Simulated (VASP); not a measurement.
Write the native input for VASP 6.6.1 that does the following.

* Task: single point
* Functional: LDA
* Potentials or basis: VASP PAW LDA potentials, release 64 (Ag)
* Cutoff: 520 eV
* k mesh: 20 × 20 × 20
* Occupations: fermi-dirac, width 0.1 eV
* Spin: no spin polarisation
* Dipole correction: no
* Further INCAR settings: ALGO = Normal; EDIFF = 1e-06; NBANDS = 12

The structure of Ag lies in POSCAR:

```
Ag
1.0
    0.0000000000      1.9996579419      1.9996579419
    1.9996579419      0.0000000000      1.9996579419
    1.9996579419      1.9996579419      0.0000000000
Ag
1
Direct
    0.0000000000      0.0000000000      0.0000000000
```

One way to write it, as run:

INCAR

```
  PREC = Accurate
  ENCUT = 520
  EDIFF = 1E-6
  ISMEAR = -1
  SIGMA = 0.1
  LREAL = F
  LASPH = T
  NELM = 100
  ALGO = Normal
  ISIF = 2
  LWAVE = F
  LCHARG = F
  GGA = CA
  NBANDS = 12
```

KPOINTS

```
regular mesh
0
Gamma
  20 20 20
```

Potentials or basis: VASP PAW LDA potentials, release 64 (Ag).

Command:

```bash
$ cat potpaw_LDA.64/Ag/POTCAR > POTCAR
$ mpirun -np 1 vasp_std > vasp.out
```

It gave:

```json
{
  "Pressure": "0.4 GPa"
}
```

Wall time 53 s on 1 thread of Intel Xeon 8259CL, with other jobs on the host, peak memory 0.16 GiB.
